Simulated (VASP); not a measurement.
WSe2, 6 atoms in the cell. The cell holds a slab with vacuum, 6 atoms: a = 3.318 Å, b = 3.318 Å, c = 24.069 Å, α = 90.00°, β = 90.00°, γ = 120.00°. 

| Quantity | Value |
| --- | --- |
| Program | VASP 6.6.1 |
| Task | single point |
| Functional | PBE |
| Dispersion | D3(BJ) |
| Potentials or basis | VASP PAW PBE potentials, release 64 (W_sv, Se) |
| Cutoff | 520 eV |
| k mesh | 9 × 9 × 2 |
| Occupations | gaussian, width 0.02 eV |
| Spin | no spin polarisation |
| Dipole correction | no |
| Further INCAR settings | ALGO = Normal; EDIFF = 1e-06; NBANDS = 35 |

Potentials or basis: VASP PAW PBE potentials, release 64 (W_sv, Se).

Command:

```console
$ cat potpaw_PBE.64/W_sv/POTCAR potpaw_PBE.64/Se/POTCAR > POTCAR
$ mpirun -np 1 vasp_std > vasp.out
```

Hardware: 1 thread of Intel Xeon 8259CL, on a shared host.

**Question.** How long does it take, and how much memory?

**Answer.** It took 12 min on 1 thread of Intel Xeon 8259CL, on a shared host, peak memory 0.47 GiB. Counts: scf iterations 22, k points 24.
